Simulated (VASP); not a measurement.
Here is a VASP 6.6.1 calculation.

File INCAR:

```
ALGO = Fast
EDIFF = 1E-6
ENCUT = 520
GGA = PE
ISIF = 2
ISMEAR = 0
LASPH = T
LCHARG = T
LELF = T
LREAL = F
LVHAR = T
LWAVE = F
NBANDS = 12
NELM = 60
PREC = Accurate
SIGMA = 0.1
```

File KPOINTS:

```
k-points
0
Gamma
  20 20 20
```

Contents of POSCAR:

```
Cr
1.0
   -1.4239150081      1.4239150081      1.4239150081
    1.4239150081     -1.4239150081      1.4239150081
    1.4239150081      1.4239150081     -1.4239150081
Cr
1
Direct
    0.0000000000      0.0000000000      0.0000000000
```

Potentials or basis: VASP PAW PBE potentials, release 64 (Cr_pv).

The run is started by

```console
$ cat potpaw_PBE.64/Cr_pv/POTCAR > POTCAR
$ mpirun -np 1 vasp_std > vasp.out
```

**Question.** Estimate the pressure.

**Answer.** -0.3 GPa.

**Question.** Predict the band gap on the k mesh.

**Answer.** Zero (band 6 reaches 13.42 eV, above the bottom of band 7 at 10.06 eV).

Caveat: the run has no spin polarisation, though such a crystal can be magnetic. Spin polarisation is off, so any magnetic state and its effect on volume and gap are missing.
